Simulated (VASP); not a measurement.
# BN (P-3m1) in VASP: notebook

Runs on BN. Level: PBE+D3(BJ). Tasks: single point.

All numbers are computed with VASP 6.6.1; they aren't measurements. Logs are shortened: lines on timing, memory, paths and dates and some standing lists are left out, and cuts for length are marked.

## Step 1: The cell of the first run

Symmetry: P-3m1, No. 164, trigonal system. The conventional cell has a = 2.504 Å, b = 2.504 Å, c = 13.022 Å, α = 90.00°, β = 90.00°, γ = 120.00°. Within 1.9 Å of B (site symmetry 3m) lie 3 N at 1.45 Å. Within 1.9 Å of B (site symmetry 3m) lie 3 N at 1.45 Å. N (site symmetry 3m) has 3 B at 1.45 Å within 1.9 Å. N (site symmetry 3m) has 3 B at 1.45 Å within 1.9 Å.

## Step 2: Single point, PBE+D3(BJ) (the distance across one plane changed)

Input file INCAR:

```
SYSTEM = BN
ALGO = Normal
EDIFF = 1E-6
ENCUT = 520
GGA = PE
ISIF = 2
ISMEAR = 0
IVDW = 12
LASPH = .TRUE.
LCHARG = .FALSE.
LREAL = .FALSE.
LWAVE = .FALSE.
NBANDS = 26
NELM = 100
PREC = Accurate
SIGMA = 0.05
```

Input file KPOINTS:

```
k-points
0
G
  10 10 2
  0 0 0
```

Input file POSCAR:

```
BN
1.0
   -2.5039917043      0.0000000000      0.0000000000
   -1.2519958521     -2.1685204268      0.0000000000
    0.0000000000      0.0000000000     13.0224000000
B N
4 4
Direct
    0.3333333333      0.3333333333      0.8951575746
    0.3333333333      0.3333333333      0.3836389606
    0.6666666667      0.6666666667      0.1278796535
    0.6666666667      0.6666666667      0.6393982676
    0.3333333333      0.3333333333      0.1278796535
    0.3333333333      0.3333333333      0.6393982676
    0.6666666667      0.6666666667      0.8951575746
    0.6666666667      0.6666666667      0.3836389606
```

Potentials or basis: VASP PAW PBE potentials, release 64 (B, N).

Started as:

```sh
> cat potpaw_PBE.64/B/POTCAR potpaw_PBE.64/N/POTCAR > POTCAR
> mpirun -np 1 vasp_std > vasp.out
```

OUTCAR:

```text
SYSTEM = BN
   EDIFF = 1E-6
   ENCUT = 520
   GGA = PE
   ISIF = 2
   ISMEAR = 0
   IVDW = 12
   LASPH = .TRUE.
   LREAL = .FALSE.
   NELM = 100
   PREC = Accurate
 IVDW          = 12

 ion  position               nearest neighbor table
   1  0.333  0.333  0.895-   7 1.45   7 1.45   7 1.45
   2  0.333  0.333  0.384-   8 1.45   8 1.45   8 1.45
   3  0.667  0.667  0.128-   5 1.45   5 1.45   5 1.45
   4  0.667  0.667  0.639-   6 1.45   6 1.45   6 1.45
   5  0.333  0.333  0.128-   3 1.45   3 1.45   3 1.45
   6  0.333  0.333  0.639-   4 1.45   4 1.45   4 1.45
   7  0.667  0.667  0.895-   1 1.45   1 1.45   1 1.45
   8  0.667  0.667  0.384-   2 1.45   2 1.45   2 1.45

  LATTYP: Found a hexagonal cell.
 ALAT       =     2.5039917043
 C/A-ratio  =     5.2006562073

  Lattice vectors:

 A1 = (   1.2519958521,   2.1685204268,   0.0000000000)
 A2 = (  -2.5039917043,   0.0000000000,   0.0000000000)
 A3 = (   0.0000000000,   0.0000000000,  13.0224000000)

Analysis of symmetry for initial positions (statically):
=====================================================================
 Subroutine PRICEL returns:
 Original cell was already a primitive cell.

 Routine SETGRP: Setting up the symmetry group for a
 hexagonal supercell.

 Subroutine GETGRP returns: Found 12 space group operations
 (whereof  6 operations were pure point group operations)
 out of a pool of 24 trial point group operations.

The static configuration has the point symmetry C_3v.
 The point group associated with its full space group is D_3d.

Analysis of symmetry for dynamics (positions and initial velocities):
=====================================================================
 Subroutine PRICEL returns:
 Original cell was already a primitive cell.

 Routine SETGRP: Setting up the symmetry group for a
 hexagonal supercell.

 Subroutine GETGRP returns: Found 12 space group operations
 (whereof  6 operations were pure point group operations)
 out of a pool of 24 trial point group operations.

The dynamic configuration has the point symmetry C_3v.
 The point group associated with its full space group is D_3d.

 Subroutine INISYM returns: Found 12 space group operations
 (whereof  6 operations are pure point group operations),
 and found     1 'primitive' translations

----------------------------------------------------------------------------------------

                                     Primitive cell

  volume of cell :      70.7111

  direct lattice vectors                    reciprocal lattice vectors
    -2.503991704  0.000000000  0.000000000    -0.399362345  0.230571958  0.000000000
    -1.251995852 -2.168520427  0.000000000     0.000000000 -0.461143915  0.000000000
     0.000000000  0.000000000 13.022400000     0.000000000  0.000000000  0.076790761

  length of vectors
     2.503991704  2.503991704 13.022400000     0.461143915  0.461143915  0.076790761

  position of ions in fractional coordinates (direct lattice)
     0.333333333  0.333333333  0.895157575
     0.333333333  0.333333333  0.383638961
     0.666666667  0.666666667  0.127879654
     0.666666667  0.666666667  0.639398268
     0.333333333  0.333333333  0.127879654
     0.333333333  0.333333333  0.639398268
     0.666666667  0.666666667  0.895157575
     0.666666667  0.666666667  0.383638961

  ion indices of the primitive-cell ions
   primitive index   ion index
                 1           1
                 2           2
                 3           3
                 4           4
                 5           5
                 6           6
                 7           7
                 8           8

----------------------------------------------------------------------------------------

 KPOINTS: k-points

Automatic generation of k-mesh.
 Grid dimensions read from file:
 generate k-points for:   10   10    2

 Generating k-lattice:

  Cartesian coordinates                     Fractional coordinates (reciprocal lattice)
    -0.039936235  0.023057196  0.000000000     0.100000000  0.000000000  0.000000000
     0.000000000 -0.046114392  0.000000000     0.000000000  0.100000000  0.000000000
     0.000000000  0.000000000  0.038395380     0.000000000  0.000000000  0.500000000

  Length of vectors
     0.046114392  0.046114392  0.038395380

  Shift w.r.t. Gamma in fractional coordinates (k-lattice)
     0.000000000  0.000000000  0.000000000

 Subroutine IBZKPT returns following result:
 ===========================================

 Found     28 irreducible k-points:

 Following reciprocal coordinates:
            Coordinates               Weight
  0.000000  0.000000  0.000000      1.000000
  0.100000 -0.000000  0.000000      6.000000
  0.200000 -0.000000  0.000000      6.000000
  0.300000 -0.000000  0.000000      6.000000
  0.400000 -0.000000  0.000000      6.000000
  0.500000 -0.000000  0.000000      3.000000
[... 16 lines left out ...]
  0.400000  0.100000  0.500000     12.000000
  0.500000  0.100000  0.500000     12.000000
 [... further k-points ...]
   k-points           NKPTS =     28   k-points in BZ     NKDIM =     28   number of bands    NBANDS=     26
   number of dos      NEDOS =    301   number of ions     NIONS =      8
   total plane-waves  NPLWV =  39200
   dimension x,y,z NGX =    20 NGY =   20 NGZ =   98
   dimension x,y,z NGXF=    40 NGYF=   40 NGZF=  196
   ions per type =               4   4
   NGX,Y,Z   is equivalent  to a cutoff of  13.28, 13.28, 12.51 a.u.
   NGXF,Y,Z  is equivalent  to a cutoff of  26.56, 26.56, 25.02 a.u.
 SYSTEM =  BN
   PREC   = accura    normal or accurate (medium, high low for compatibility)
   ISTART =      0    job   : 0-new  1-cont  2-samecut
   ICHARG =      2    charge: 1-file 2-atom 10-const
   ISPIN  =      1    spin polarized calculation?
   LNONCOLLINEAR =      F non collinear calculations
   LSORBIT =      F    spin-orbit coupling
   LASPH  =      T    aspherical Exc in radial PAW
   ENCUT  =  520.0 eV  38.22 Ry    6.18 a.u.   4.66  4.66 24.21*2*pi/ulx,y,z
   NELM   =    100;   NELMIN=  2; NELMDL= -5     # of ELM steps
   EDIFF  = 0.1E-05   stopping-criterion for ELM
   LREAL  =      F    real-space projection
   EDIFFG = 0.1E-04   stopping-criterion for IOM
   NSW    =      0    number of steps for IOM
   IBRION =     -1    ionic relax: 0-MD 1-quasi-New 2-CG
   NFREE  =      0    steps in history (QN), initial steepest desc. (CG)
   ISIF   =      2    stress and relaxation
   ISYM   =      2    0-nonsym 1-usesym 2-fastsym
   POTIM  = 0.5000    time-step for ionic-motion
   TEBEG  =    0.0;   TEEND  =   0.0 temperature during run
   PSTRESS=    0.0 pullay stress
   NELECT =      32.0000    total number of electrons
   NUPDOWN=      -1.0000    fix difference up-down
   EMIN   =  10.00;   EMAX   =-10.00  energy-range for DOS
   EFERMI =   0.00;   METHOD = LEGACY
   ISMEAR =     0;   SIGMA  =   0.05  broadening in eV -4-tet -1-fermi 0-gaus
   EFERMI_NEDOS =   21; number of points for ismear=-14 and -15
   IALGO  =     38    algorithm
   IMIX   =      4    mixing-type and parameters
     AMIX     =   0.40;   BMIX     =  1.00
     AMIX_MAG =   1.60;   BMIX_MAG =  1.00
  volume/ion in A,a.u.               =       8.84        59.65
  Fermi-wavevector in a.u.,A,eV,Ry     =   1.256885  2.375169 21.493952  1.579761
  Thomas-Fermi vector in A             =   2.390571
   LORBIT       =      0    0 simple, 1 ext, 2 COOP (PROOUT), +10 PAW based schemes
   GGA     = PE    functional components
   LHFCALC =     F    Hartree Fock is set to
   AEXX    =    0.0000 exact exchange contribution
   IVDW    =    12    specifies the selected vdW correction
   LEPSILON=     F    determine dielectric tensor
   LRPA    =     F    only Hartree local field effects (RPA)
 non-spin polarized calculation
 Gauss-broadening in eV      SIGMA  =   0.05
  energy-cutoff  :      520.00
  volume of cell :       70.71
 maximum number of plane-waves:      1933
   NGX =  9   NGY =  9   NGZ = 49

 number of electron      31.9999998 magnetization

 Free energy of the ion-electron system (eV)
  ---------------------------------------------------
  ext. energy  EPLUGINS =         0.00000000
  ---------------------------------------------------
  free energy    TOTEN  =       -70.25927946 eV

  energy without entropy =      -70.25927946  energy(sigma->0) =      -70.25927946

 E-fermi :   2.7571     XC(G=0): -10.1944

 val. band max:        2.4888888130   @ k =  -0.4000   0.3000   0.0000
 cond. band min:       6.6684319575   @ k =   0.5000  -0.0000   0.0000
 fundamental gap:      4.1795431445
 Fermi energy:         2.7570859980

 k-point     1 :       0.0000    0.0000    0.0000
  band No.  band energies     occupation
      1     -15.4152      2.00000
      2     -15.2439      2.00000
      3     -15.1921      2.00000
      4     -15.0372      2.00000
      5      -3.9061      2.00000
      6      -2.9505      2.00000
[... 18 lines left out ...]
     25      14.0632      0.00000
     26      14.1004      0.00000

 k-point     2 :       0.1000   -0.0000    0.0000
  band No.  band energies     occupation
      1     -15.2189      2.00000
      2     -15.0509      2.00000
      3     -15.0001      2.00000
      4     -14.8489      2.00000
      5      -3.6375      2.00000
      6      -2.6947      2.00000
[... 18 lines left out ...]
     25      14.7789      0.00000
     26      14.8762      0.00000

 k-point     3 :       0.2000   -0.0000    0.0000
  band No.  band energies     occupation
      1     -14.6458      2.00000
      2     -14.4878      2.00000
      3     -14.4405      2.00000
      4     -14.3007      2.00000
      5      -2.8475      2.00000
      6      -1.9917      2.00000
[... 18 lines left out ...]
     25      13.9350      0.00000
     26      14.5092      0.00000

 k-point     4 :       0.3000   -0.0000    0.0000
  band No.  band energies     occupation
      1     -13.7585      2.00000
      2     -13.6194      2.00000
      3     -13.5787      2.00000
      4     -13.4601      2.00000
      5      -3.7973      2.00000
      6      -3.7354      2.00000
[... 18 lines left out ...]
     25      13.9098      0.00000
     26      14.5347      0.00000

 k-point     5 :       0.4000   -0.0000    0.0000
  band No.  band energies     occupation
      1     -12.7482      2.00000
      2     -12.6441      2.00000
      3     -12.6169      2.00000
      4     -12.5365      2.00000
      5      -5.6793      2.00000
      6      -5.6144      2.00000
[... 18 lines left out ...]
     25      14.2915      0.00000
     26      15.4008      0.00000

 k-point     6 :       0.5000   -0.0000    0.0000
  band No.  band energies     occupation
      1     -12.1877      2.00000
      2     -12.1278      2.00000
      3     -12.1214      2.00000
      4     -12.0858      2.00000
      5      -6.4899      2.00000
      6      -6.4385      2.00000
[... 427 lines left out ...]
 k-point    21 :       0.2000    0.1000    0.5000
  band No.  band energies     occupation
      1     -14.8197      2.00000
      2     -14.7274      2.00000
      3     -14.5527      2.00000
      4     -14.5106      2.00000
      5      -2.9491      2.00000
      6      -2.6858      2.00000
[... 18 lines left out ...]
     25      14.1211      0.00000
     26      14.1462      0.00000

 k-point    22 :       0.3000    0.1000    0.5000
  band No.  band energies     occupation
      1     -14.0869      2.00000
      2     -14.0009      2.00000
      3     -13.8445      2.00000
      4     -13.8082      2.00000
      5      -2.7939      2.00000
      6      -2.7573      2.00000
[... 18 lines left out ...]
     25      14.4324      0.00000
     26      14.5032      0.00000

 k-point    23 :       0.4000    0.1000    0.5000
  band No.  band energies     occupation
      1     -13.1167      2.00000
      2     -13.0426      2.00000
      3     -12.9187      2.00000
      4     -12.8933      2.00000
      5      -4.7704      2.00000
      6      -4.7221      2.00000
[... 18 lines left out ...]
     25      14.5977      0.00000
     26      14.7466      0.00000

 k-point    24 :       0.5000    0.1000    0.5000
  band No.  band energies     occupation
      1     -12.2468      2.00000
      2     -12.1954      2.00000
      3     -12.1286      2.00000
      4     -12.1252      2.00000
      5      -6.1681      2.00000
      6      -6.1247      2.00000
[... 18 lines left out ...]
     25      15.2144      0.00000
     26      15.3929      0.00000

 [... further k-points ...]

------------------------ aborting loop because EDIFF is reached ----------------------------------------

 Edisp (eV)   -1.15778

 E8    (eV) :    -0.3400

  FORCE on cell =-STRESS in cart. coord.  units (eV):
  Direction    XX          YY          ZZ          XY          YZ          ZX
  --------------------------------------------------------------------------------------
  -------------------------------------------------------------------------------------
  Total       0.54899     0.54899     0.30077    -0.00000    -0.00000    -0.00000
  in kB      12.43913    12.43913     6.81489    -0.00000    -0.00000    -0.00000
  external pressure =       10.56 kB  Pullay stress =        0.00 kB

 VOLUME and BASIS-vectors are now :
 -----------------------------------------------------------------------------
  energy-cutoff  :      520.00
  volume of cell :       70.71
      direct lattice vectors                 reciprocal lattice vectors
    -2.503991704  0.000000000  0.000000000    -0.399362345  0.230571958  0.000000000
    -1.251995852 -2.168520427  0.000000000     0.000000000 -0.461143915  0.000000000
     0.000000000  0.000000000 13.022400000     0.000000000  0.000000000  0.076790761

 POSITION                                       TOTAL-FORCE (eV/Angst)
 -----------------------------------------------------------------------------------
     -1.25200     -0.72284     11.65710        -0.000000     -0.000000     -0.051347
     -1.25200     -0.72284      4.99590         0.000000      0.000000     -0.000636
     -2.50399     -1.44568      1.66530         0.000000     -0.000000      0.051347
     -2.50399     -1.44568      8.32650        -0.000000     -0.000000      0.000636
     -1.25200     -0.72284      1.66530        -0.000000     -0.000000      0.104459
     -1.25200     -0.72284      8.32650        -0.000000     -0.000000      0.000928
     -2.50399     -1.44568     11.65710         0.000000     -0.000000     -0.104459
     -2.50399     -1.44568      4.99590         0.000000     -0.000000     -0.000928
 -----------------------------------------------------------------------------------
    total drift:                                0.000000      0.000000     -0.000062

  FREE ENERGIE OF THE ION-ELECTRON SYSTEM (eV)
  ---------------------------------------------------
  free  energy   TOTEN  =       -71.4170577808 eV

  energy  without entropy=      -71.4170577808  energy(sigma->0) =      -71.41705778
```

Run time: 59 s. Hardware: 1 thread of Intel Xeon 8259CL, shared host; peak memory 0.21 GiB.

Results:

```
Free energy                : -71.4171 eV
Pressure                   : 1.1 GPa
Largest force              : 0.104 eV/Å
Band gap on the k mesh     : 4.18 eV
Dispersion energy per atom : -0.145 eV
```

Forces in eV/Å, atoms in the order of the input:
```
B    0.000  0.000 -0.051
B    0.000  0.000 -0.001
B    0.000  0.000  0.051
B    0.000  0.000  0.001
N    0.000  0.000  0.104
N    0.000  0.000  0.001
N    0.000  0.000 -0.104
N    0.000  0.000 -0.001
```

Caveat: the cell differs from its parent crystal (the distance across one plane changed). A k mesh can miss the band edges.

## Step 3: Single point, PBE+D3(BJ) (the distance across one plane changed)

Input file INCAR:

```
PREC     = Accurate       # precision mode
ENCUT    = 520            # plane-wave cutoff, eV
EDIFF    = 1E-6           # SCF threshold, eV
ISMEAR   = 0              # smearing method
SIGMA    = 0.05           # smearing width, eV
LREAL    = False          # projectors in reciprocal space
LASPH    = True           # aspherical terms in the spheres
NELM     = 80             # most SCF steps
ALGO     = Normal         # electronic algorithm
ISIF     = 2              # what is computed and relaxed
LWAVE    = False          # write WAVECAR
LCHARG   = True           # write CHGCAR
GGA      = PE             # functional
IVDW     = 12             # dispersion correction
LELF     = True           # ELF
LVHAR    = True         
NBANDS   = 26             # bands
```

Input file KPOINTS:

```
Automatic mesh
0
Gamma
  10 10 2
```

Input file POSCAR:

```
BN
1.0
   -2.5039917043      0.0000000000      0.0000000000
   -1.2519958521     -2.1685204268      0.0000000000
    0.0000000000      0.0000000000     13.5724000000
B N
4 4
Direct
    0.3333333333      0.3333333333      0.8588827326
    0.3333333333      0.3333333333      0.3680925997
    0.6666666667      0.6666666667      0.1226975332
    0.6666666667      0.6666666667      0.6134876661
    0.3333333333      0.3333333333      0.1226975332
    0.3333333333      0.3333333333      0.6134876661
    0.6666666667      0.6666666667      0.8588827326
    0.6666666667      0.6666666667      0.3680925997
```

Potentials or basis: VASP PAW PBE potentials, release 64 (B, N).

Started as:

```sh
> cat potpaw_PBE.64/B/POTCAR potpaw_PBE.64/N/POTCAR > POTCAR
> mpirun -np 1 vasp_std > vasp.out
```

Run time: 87 s. Hardware: 1 thread of Intel Xeon 8259CL, shared host; peak memory 0.21 GiB.

It converged, with:

```yaml
Free_energy: -71.4264 eV
Pressure: 0.6 GPa
Largest_force: 0.032 eV/Å
Band_gap_on_the_k_mesh: 4.27 eV
Dispersion_energy_per_atom: -0.138 eV
```

Forces in eV/Å, atoms in the order of the input:
```
B    0.000  0.000  0.014
B    0.000  0.000  0.000
B    0.000  0.000 -0.014
B    0.000  0.000  0.000
N    0.000  0.000 -0.032
N    0.000  0.000 -0.001
N    0.000  0.000  0.032
N    0.000  0.000  0.001
```

Stress tensor (GPa, compression positive):
```
 1.25  0.00  0.00
 0.00  1.25  0.00
 0.00  0.00 -0.66
```

Levels at points of the mesh, in eV from the valence-band top:
```
           k point  band 12  band 13  band 14  band 15  band 16  band 17  band 18  band 19  band 20  band 21
(0.00, 0.00, 0.00)    -1.35    -1.34    -1.34    -1.33    -1.33     5.10     7.25     7.47    10.07    11.53
(0.50, 0.00, 0.00)    -4.11    -1.42    -0.99    -0.89    -0.50     4.27     4.67     4.77     5.54     9.50
(0.00, 0.00, 0.50)    -1.35    -1.33    -1.33    -1.33    -1.33     5.66     5.86     9.01     9.27    11.53
(0.50, 0.00, 0.50)    -4.12    -1.33    -1.22    -0.66    -0.59     4.33     4.40     5.20     5.31     9.65
```

Caveat: the cell differs from its parent crystal (the distance across one plane changed). A k mesh can miss the band edges.

(Part 1 of 2 ends here.)
